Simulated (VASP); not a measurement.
Input of a VASP 6.6.1 run:

Contents of INCAR:

```
SYSTEM = Fe
PREC = Accurate
ENCUT = 520
EDIFF = 1E-6
ISMEAR = -1
SIGMA = 0.05
LREAL = .FALSE.
LASPH = .TRUE.
NELM = 150
ALGO = Normal
ISIF = 2
LWAVE = .FALSE.
LCHARG = .TRUE.
ISPIN = 2
MAGMOM = 3
LORBIT = 11
LMAXMIX = 4
GGA = PE
LELF = .TRUE.
LVHAR = .TRUE.
NBANDS = 14
```

KPOINTS

```
Automatic mesh
0
G
  11 11 11
  0 0 0
```

Contents of POSCAR:

```
Fe
1.0
   -1.5007200000      1.5007200000      1.4430000000
    1.5007200000     -1.5007200000      1.4430000000
    1.5007200000      1.5007200000     -1.4430000000
Fe
1
Direct
    0.0000000000      0.0000000000      0.0000000000
```

Potentials or basis: VASP PAW PBE potentials, release 64 (Fe).

Command:

```sh
$ cat potpaw_PBE.64/Fe/POTCAR > POTCAR
$ mpirun -np 1 vasp_std > vasp.out
```

(1) What does it give for the pressure?

(2) What does it give for the site moments?

(3) Predict the net moment.

## Answers

(1) -14.4 GPa.

(2) Fe +2.62 μB.

(3) 2.59 μB per cell.
